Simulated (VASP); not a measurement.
# PbO2 (P4_2/mnm) in VASP: notebook

Aim: see how the results for PbO2 move with the level of theory and the settings. Levels: PBE, LDA, PBEsol. Tasks: single point, relaxation of cell and atoms.

All numbers are computed with VASP 6.6.1; they aren't measurements. Logs are shortened: lines on timing, memory, paths and dates and some standing lists are left out, and cuts for length are marked.

## (1) The cell of the first run

Symmetry: P4_2/mnm, No. 136, tetragonal system. Conventional cell: a = 4.983 Å, b = 4.983 Å, c = 3.408 Å, α = 90.00°, β = 90.00°, γ = 90.00°. Within 2.9 Å of Pb (site symmetry mmm) lie 6 O at 2.16 to 2.18 Å. Within 2.9 Å of O (site symmetry m2m) lie 3 Pb at 2.16 to 2.18 Å and 1 O at 2.72 Å.

## (2) Single point, PBE

File INCAR:

```
ALGO = Normal ; EDIFF = 1E-6
ENCUT = 520 ; GGA = PE
ISIF = 2 ; ISMEAR = -1
LASPH = True ; LCHARG = True
LELF = True ; LREAL = False
LVHAR = True ; LWAVE = False
NBANDS = 35 ; NELM = 80
PREC = Accurate ; SIGMA = 0.02
```

File KPOINTS:

```
k-points
0
Gamma
  6 6 8
```

File POSCAR:

```
PbO2
1.0
    4.9827343070      0.0000000000      0.0000000000
    0.0000000000      4.9827343070      0.0000000000
    0.0000000000      0.0000000000      3.4080489278
Pb O
2 4
Direct
    0.0000000000      0.0000000000      0.0000000000
    0.5000000000      0.5000000000      0.5000000000
    0.3072247645      0.3072247645      0.0000000000
    0.1927752355      0.8072247645      0.5000000000
    0.6927752355      0.6927752355      0.0000000000
    0.8072247645      0.1927752355      0.5000000000
```

Potentials or basis: VASP PAW PBE potentials, release 64 (Pb_d, O).

Launch:

```console
$ cat potpaw_PBE.64/Pb_d/POTCAR potpaw_PBE.64/O/POTCAR > POTCAR
$ mpirun -np 1 vasp_std > vasp.out
```

OUTCAR:

```text
EDIFF = 1E-6
   ENCUT = 520
   GGA = PE
   ISIF = 2
   ISMEAR = -1
   LASPH = True
   LREAL = False
   NELM = 80
   PREC = Accurate

 ion  position               nearest neighbor table
   1  0.000  0.000  0.000-   3 2.16   5 2.16   4 2.18   6 2.18   4 2.18   6 2.18   2 3.91   2 3.91
                             2 3.91   2 3.91   2 3.91   2 3.91   2 3.91   2 3.91
   2  0.500  0.500  0.500-   4 2.16   6 2.16   5 2.18   3 2.18   3 2.18   5 2.18   1 3.91   1 3.91
                             1 3.91   1 3.91   1 3.91   1 3.91   1 3.91   1 3.91
   3  0.307  0.307  0.000-   1 2.16   2 2.18   2 2.18
   4  0.193  0.807  0.500-   2 2.16   1 2.18   1 2.18
   5  0.693  0.693  0.000-   1 2.16   2 2.18   2 2.18
   6  0.807  0.193  0.500-   2 2.16   1 2.18   1 2.18

  LATTYP: Found a simple tetragonal cell.
 ALAT       =     4.9827343070
 C/A-ratio  =     0.6839716344

  Lattice vectors:

 A1 = (   4.9827343070,   0.0000000000,   0.0000000000)
 A2 = (   0.0000000000,   4.9827343070,   0.0000000000)
 A3 = (   0.0000000000,   0.0000000000,   3.4080489278)

Analysis of symmetry for initial positions (statically):
=====================================================================
 Subroutine PRICEL returns:
 Original cell was already a primitive cell.

 Routine SETGRP: Setting up the symmetry group for a
 simple tetragonal supercell.

 Subroutine GETGRP returns: Found 16 space group operations
 (whereof  8 operations were pure point group operations)
 out of a pool of 16 trial point group operations.

The static configuration has the point symmetry D_2h.
 The point group associated with its full space group is D_4h.

Analysis of symmetry for dynamics (positions and initial velocities):
=====================================================================
 Subroutine PRICEL returns:
 Original cell was already a primitive cell.

 Routine SETGRP: Setting up the symmetry group for a
 simple tetragonal supercell.

 Subroutine GETGRP returns: Found 16 space group operations
 (whereof  8 operations were pure point group operations)
 out of a pool of 16 trial point group operations.

The dynamic configuration has the point symmetry D_2h.
 The point group associated with its full space group is D_4h.

 Subroutine INISYM returns: Found 16 space group operations
 (whereof  8 operations are pure point group operations),
 and found     1 'primitive' translations

----------------------------------------------------------------------------------------

                                     Primitive cell

  volume of cell :      84.6138

  direct lattice vectors                    reciprocal lattice vectors
     4.982734307  0.000000000  0.000000000     0.200693021  0.000000000  0.000000000
     0.000000000  4.982734307  0.000000000     0.000000000  0.200693021  0.000000000
     0.000000000  0.000000000  3.408048928     0.000000000  0.000000000  0.293423017

  length of vectors
     4.982734307  4.982734307  3.408048928     0.200693021  0.200693021  0.293423017

  position of ions in fractional coordinates (direct lattice)
     0.000000000  0.000000000  0.000000000
     0.500000000  0.500000000  0.500000000
     0.307224764  0.307224764  0.000000000
     0.192775236  0.807224764  0.500000000
     0.692775236  0.692775236  0.000000000
     0.807224764  0.192775236  0.500000000

  ion indices of the primitive-cell ions
   primitive index   ion index
                 1           1
                 2           2
                 3           3
                 4           4
                 5           5
                 6           6

----------------------------------------------------------------------------------------

 KPOINTS: k-points

Automatic generation of k-mesh.
 Grid dimensions read from file:
 generate k-points for:    6    6    8

 Generating k-lattice:

  Cartesian coordinates                     Fractional coordinates (reciprocal lattice)
     0.033448837  0.000000000  0.000000000     0.166666667  0.000000000  0.000000000
     0.000000000  0.033448837  0.000000000     0.000000000  0.166666667  0.000000000
     0.000000000  0.000000000  0.036677877     0.000000000  0.000000000  0.125000000

  Length of vectors
     0.033448837  0.033448837  0.036677877

  Shift w.r.t. Gamma in fractional coordinates (k-lattice)
     0.000000000  0.000000000  0.000000000

 Subroutine IBZKPT returns following result:
 ===========================================

 Found     50 irreducible k-points:

 Following reciprocal coordinates:
            Coordinates               Weight
  0.000000  0.000000  0.000000      1.000000
  0.166667  0.000000  0.000000      4.000000
  0.333333  0.000000  0.000000      4.000000
  0.500000  0.000000  0.000000      2.000000
  0.166667  0.166667  0.000000      4.000000
  0.333333  0.166667  0.000000      8.000000
[... 16 lines left out ...]
  0.333333  0.000000  0.250000      8.000000
  0.500000  0.000000  0.250000      4.000000
 [... further k-points ...]
   k-points           NKPTS =     50   k-points in BZ     NKDIM =     50   number of bands    NBANDS=     35
   number of dos      NEDOS =    301   number of ions     NIONS =      6
   total plane-waves  NPLWV =  44800
   dimension x,y,z NGX =    40 NGY =   40 NGZ =   28
   dimension x,y,z NGXF=    80 NGYF=   80 NGZF=   56
   ions per type =               2   4
   NGX,Y,Z   is equivalent  to a cutoff of  13.35, 13.35, 13.66 a.u.
   NGXF,Y,Z  is equivalent  to a cutoff of  26.69, 26.69, 27.32 a.u.
 SYSTEM =  unknown system
   PREC   = accura    normal or accurate (medium, high low for compatibility)
   ISTART =      0    job   : 0-new  1-cont  2-samecut
   ICHARG =      2    charge: 1-file 2-atom 10-const
   ISPIN  =      1    spin polarized calculation?
   LNONCOLLINEAR =      F non collinear calculations
   LSORBIT =      F    spin-orbit coupling
   LASPH  =      T    aspherical Exc in radial PAW
   ENCUT  =  520.0 eV  38.22 Ry    6.18 a.u.   9.26  9.26  6.34*2*pi/ulx,y,z
   NELM   =     80;   NELMIN=  2; NELMDL= -5     # of ELM steps
   EDIFF  = 0.1E-05   stopping-criterion for ELM
   LREAL  =      F    real-space projection
   EDIFFG = 0.1E-04   stopping-criterion for IOM
   NSW    =      0    number of steps for IOM
   IBRION =     -1    ionic relax: 0-MD 1-quasi-New 2-CG
   NFREE  =      0    steps in history (QN), initial steepest desc. (CG)
   ISIF   =      2    stress and relaxation
   ISYM   =      2    0-nonsym 1-usesym 2-fastsym
   POTIM  = 0.5000    time-step for ionic-motion
   TEBEG  =    0.0;   TEEND  =   0.0 temperature during run
   PSTRESS=    0.0 pullay stress
   NELECT =      52.0000    total number of electrons
   NUPDOWN=      -1.0000    fix difference up-down
   EMIN   =  10.00;   EMAX   =-10.00  energy-range for DOS
   EFERMI =   0.00;   METHOD = LEGACY
   ISMEAR =    -1;   SIGMA  =   0.02  broadening in eV -4-tet -1-fermi 0-gaus
   EFERMI_NEDOS =   21; number of points for ismear=-14 and -15
   IALGO  =     38    algorithm
   IMIX   =      4    mixing-type and parameters
     AMIX     =   0.40;   BMIX     =  1.00
     AMIX_MAG =   1.60;   BMIX_MAG =  1.00
  volume/ion in A,a.u.               =      14.10        95.17
  Fermi-wavevector in a.u.,A,eV,Ry     =   1.391860  2.630234 26.358212  1.937274
  Thomas-Fermi vector in A             =   2.515658
   LORBIT       =      0    0 simple, 1 ext, 2 COOP (PROOUT), +10 PAW based schemes
   GGA     = PE    functional components
   LHFCALC =     F    Hartree Fock is set to
   AEXX    =    0.0000 exact exchange contribution
   IVDW    =     0    specifies the selected vdW correction
   LEPSILON=     F    determine dielectric tensor
   LRPA    =     F    only Hartree local field effects (RPA)
 non-spin polarized calculation
  energy-cutoff  :      520.00
  volume of cell :       84.61
 maximum number of plane-waves:      2302
 NGX is ok and might be reduce to    40
   NGX = 19   NGY = 19   NGZ = 13

 number of electron      52.0000010 magnetization

 Free energy of the ion-electron system (eV)
  ---------------------------------------------------
  ext. energy  EPLUGINS =         0.00000000
  ---------------------------------------------------
  free energy    TOTEN  =       -31.77786128 eV

  energy without entropy =      -31.77750093  energy(sigma->0) =      -31.77768110

 E-fermi :   4.2778     XC(G=0): -10.6340

 val. band max:        4.2319192671   @ k =   0.0000   0.0000   0.1250
 cond. band min:       4.3305704285   @ k =   0.1667   0.0000   0.0000
 fundamental gap:      0.0986511614
 Fermi energy:         4.2777596353

 k-point     1 :       0.0000    0.0000    0.0000
  band No.  band energies     occupation
      1     -14.0224      2.00000
      2     -13.9194      2.00000
      3     -12.2643      2.00000
      4     -12.2643      2.00000
      5     -11.2939      2.00000
      6     -11.0951      2.00000
[... 27 lines left out ...]
     34      15.3468      0.00000
     35      16.1464      0.00000

 k-point     2 :       0.1667    0.0000    0.0000
  band No.  band energies     occupation
      1     -13.9502      2.00000
      2     -13.8728      2.00000
      3     -12.5157      2.00000
      4     -12.4176      2.00000
      5     -11.0537      2.00000
      6     -11.0535      2.00000
[... 27 lines left out ...]
     34      15.6988      0.00000
     35      16.1507      0.00000

 k-point     3 :       0.3333    0.0000    0.0000
  band No.  band energies     occupation
      1     -13.7633      2.00000
      2     -13.7458      2.00000
      3     -12.8832      2.00000
      4     -12.7541      2.00000
      5     -11.0458      2.00000
      6     -11.0454      2.00000
[... 27 lines left out ...]
     34      16.2495      0.00000
     35      16.3560      0.00000
[... 723 lines left out ...]
 k-point    23 :       0.3333    0.0000    0.2500
  band No.  band energies     occupation
      1     -13.5380      2.00000
      2     -13.4978      2.00000
      3     -13.1602      2.00000
      4     -13.1174      2.00000
      5     -11.0800      2.00000
      6     -10.9406      2.00000
[... 27 lines left out ...]
     34      15.6576      0.00000
     35      16.4375      0.00000

 k-point    24 :       0.5000    0.0000    0.2500
  band No.  band energies     occupation
      1     -13.4762      2.00000
      2     -13.4762      2.00000
      3     -13.1778      2.00000
      4     -13.1778      2.00000
      5     -10.9707      2.00000
      6     -10.9707      2.00000
[... 27 lines left out ...]
     34      15.6882      0.00000
     35      16.5477      0.00000

 [... further k-points ...]

------------------------ aborting loop because EDIFF is reached ----------------------------------------

  FORCE on cell =-STRESS in cart. coord.  units (eV):
  Direction    XX          YY          ZZ          XY          YZ          ZX
  --------------------------------------------------------------------------------------
  -------------------------------------------------------------------------------------
  Total        3.2794003      3.2794003      3.9200894      0.0000000      0.0000000      0.0000000
  in kB       62.0960148     62.0960148     74.2275749      0.0000000      0.0000000      0.0000000
  external PRESSURE =      66.1398682 kB  Pullay stress =       0.0000000 kB

 VOLUME and BASIS-vectors are now :
 -----------------------------------------------------------------------------
  energy-cutoff  :      520.00
  volume of cell :       84.61
      direct lattice vectors                 reciprocal lattice vectors
     4.982734307  0.000000000  0.000000000     0.200693021  0.000000000  0.000000000
     0.000000000  4.982734307  0.000000000     0.000000000  0.200693021  0.000000000
     0.000000000  0.000000000  3.408048928     0.000000000  0.000000000  0.293423017

 POSITION                                       TOTAL-FORCE (eV/Angst)
 -----------------------------------------------------------------------------------
      0.00000      0.00000      0.00000         0.000000     -0.000000      0.000000
      2.49137      2.49137      1.70402         0.000000     -0.000000      0.000000
      1.53082      1.53082      0.00000        -0.022286     -0.022286     -0.000000
      0.96055      4.02219      1.70402         0.022286     -0.022286     -0.000000
      3.45191      3.45191      0.00000         0.022286      0.022286      0.000000
      4.02219      0.96055      1.70402        -0.022286      0.022286      0.000000
 -----------------------------------------------------------------------------------
    total drift:                               -0.000000     -0.000000     -0.000000

  FREE ENERGIE OF THE ION-ELECTRON SYSTEM (eV)
  ---------------------------------------------------
  free  energy   TOTEN  =       -31.7778612788 eV

  energy  without entropy=      -31.7775009254  energy(sigma->0) =      -31.77768110
```

Wall time 1.8 min (1 thread of AMD EPYC 7R13 (Zen 3), shared host); peak memory 0.24 GiB.

What came out:

```yaml
Free_energy: -31.7779 eV
Pressure: 6.6 GPa
Largest_force: 0.032 eV/Å
Band_gap_on_the_k_mesh: 0.10 eV (least direct gap 0.13 eV)
```

Forces in eV/Å, atoms in the order of the input:
```
Pb   0.000  0.000  0.000
Pb   0.000  0.000  0.000
O   -0.022 -0.022  0.000
O    0.022 -0.022  0.000
O    0.022  0.022  0.000
O   -0.022  0.022  0.000
```

Levels at points of the mesh, in eV from the valence-band top:
```
           k point  band 24  band 25  band 26  band 27  band 28  band 29
(0.00, 0.00, 0.00)    -0.58    -0.58    -0.58     0.10     4.30     5.92
(0.50, 0.00, 0.00)    -0.62    -0.36    -0.36     2.47     2.47     6.53
(0.50, 0.50, 0.00)    -0.64    -0.46    -0.46     2.88     2.88     6.80
(0.00, 0.00, 0.50)    -1.10    -0.76    -0.76     3.79     3.79     8.95
(0.50, 0.00, 0.50)    -0.76    -0.18    -0.18     4.10     4.10     7.39
(0.50, 0.50, 0.50)    -0.65    -0.50    -0.50     2.86     2.86     8.39
```

Caveat: the cell stands under pressure; spin-orbit coupling is left out, which moves the levels of the heavy elements.

(Part 1 of 3 ends here.)
